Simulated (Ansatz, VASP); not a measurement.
# Two plane-wave programs on TiAl3

```
Ti Al
1.0
     3.83700    0.00000    0.00000
     0.00000    3.83700    0.00000
     0.00000    0.00000    4.07434
Ti Al
1 3
Direct
  0.00000 0.00000 0.00000
  0.50000 0.50000 0.00000
  0.50000 0.00000 0.50000
  0.00000 0.50000 0.50000
```

Change from the starting cell: strain -0.030 along x and y, +0.030 along z, atoms carried along.

Alike in both runs: task single point; functional r2SCAN; k mesh 12 × 12 × 12; occupations gaussian, width 0.15 eV; no spin polarisation.

|  | VASP | Ansatz |
| --- | --- | --- |
| version | VASP 6.6.1 | Ansatz 0.2.0 |
| potentials or method | VASP PAW PBE potentials, release 64 (Ti_sv, Al), cutoff 520 eV | scalar-relativistic, plane waves, PAW |
| valence electrons in the cell | 21 | 21 |

Ansatz gave:

- gap on the k mesh at the Fermi level (eV): none
- pressure (GPa): 4.2
- traceless stress, the component that is largest in VASP (GPa): -5.69

Question: Estimate VASP's values.

Answer: gap on the k mesh at the Fermi level (eV): none; pressure (GPa): 4.1; traceless stress, the component that is largest in VASP (GPa): -5.69.

VASP's potentials were made for PBE, not for r2SCAN. A gap of «none» marks a metal or a gap that the smearing closes. With one functional, cell and mesh, what is left measures potentials, basis and numerics.
